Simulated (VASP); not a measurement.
Wanted: the native input for a VASP 6.6.1 run.

```
Task                   : single point
Functional             : PBE
Potentials or basis    : VASP PAW PBE potentials, release 64 (Sr_sv)
Cutoff                 : 520 eV
k mesh                 : 10 × 10 × 10
Occupations            : fermi-dirac, width 0.08 eV
Spin                   : non-collinear spin, zero start, spin-orbit coupling
Starting moments       : [[0.0, 0.0, 0.0]] μB
Dipole correction      : no
Further INCAR settings : ALGO = Normal; EDIFF = 1e-06; NBANDS = 21
```

The structure of Sr lies in POSCAR:

```
Sr
1.0
    0.0000000000      3.0423500000      3.0423500000
    3.0423500000      0.0000000000      3.0423500000
    3.0423500000      3.0423500000      0.0000000000
Sr
1
Direct
    0.0000000000      0.0000000000      0.0000000000
```

The input as run:

INCAR

```
PREC = Accurate ; ENCUT = 520
EDIFF = 1E-6 ; ISMEAR = -1
SIGMA = 0.08 ; LREAL = F
LASPH = T ; NELM = 150
ALGO = Normal ; ISIF = 2
LWAVE = F ; LCHARG = T
MAGMOM = 0 0 0 ; LORBIT = 11
LSORBIT = T ; GGA_COMPAT = F
LORBMOM = T ; GGA = PE
LVHAR = T ; NBANDS = 21
```

KPOINTS

```
Automatic mesh
0
Gamma
  10 10 10
```

Potentials or basis: VASP PAW PBE potentials, release 64 (Sr_sv).

Launch:

```console
$ cat potpaw_PBE.64/Sr_sv/POTCAR > POTCAR
$ mpirun -np 1 vasp_ncl > vasp.out
```

It gave:

```yaml
Pressure: -0.3 GPa
Net_moment: 0.00 μB per cell
Valence_electrons_inside_the_program's_atomic_spheres: Sr 7.92
```

It took 75 s on 1 thread of Intel(R) Xeon(R) Platinum 8259CL CPU @ 2.50GHz (Skylake/Cascade Lake), with other jobs on the host, peak memory 0.34 GiB.
